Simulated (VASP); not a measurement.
A run of VASP 6.6.1 is set up as follows.

Contents of INCAR:

```
SYSTEM = N
ALGO = Normal
EDIFF = 1E-7
EDIFFG = -0.005
ENCUT = 600
GGA = PS
IBRION = 2
ISIF = 3
ISMEAR = 0
LASPH = .TRUE.
LCHARG = .FALSE.
LREAL = .FALSE.
LWAVE = .FALSE.
NELM = 100
NSW = 100
PREC = Accurate
SIGMA = 0.02
```

The input KPOINTS:

```
k-points
0
G
  6 6 4
  0 0 0
```

File POSCAR:

```
N
1.0
    4.3908586250      0.0000000000      0.0000000000
    0.0000000000      4.3908586250      0.0000000000
    0.0000000000      0.0000000000      5.7140695372
N
4
Direct
    0.9114484703      0.9114484703      0.0000000000
    0.5885515297      0.4114484703      0.5000000000
    0.0885515297      0.0885515297      0.0000000000
    0.4114484703      0.5885515297      0.5000000000
```

Potentials or basis: VASP PAW PBE potentials, release 64 (N).

Run with:

```bash
$ cat potpaw_PBE.64/N/POTCAR > POTCAR
$ mpirun -np 1 vasp_std > vasp.out
```

(1) What does it give for the relaxed cell?

(2) Predict the space group after relaxing (to 0.05 Å).

## Answers

(1) a = 4.172 Å, b = 4.172 Å, c = 5.477 Å, α = 90.00°, β = 90.00°, γ = 90.00°.

(2) P4_2/mnm (No. 136).

Caveat: the standard files for N, O and F lose accuracy on very short bonds.
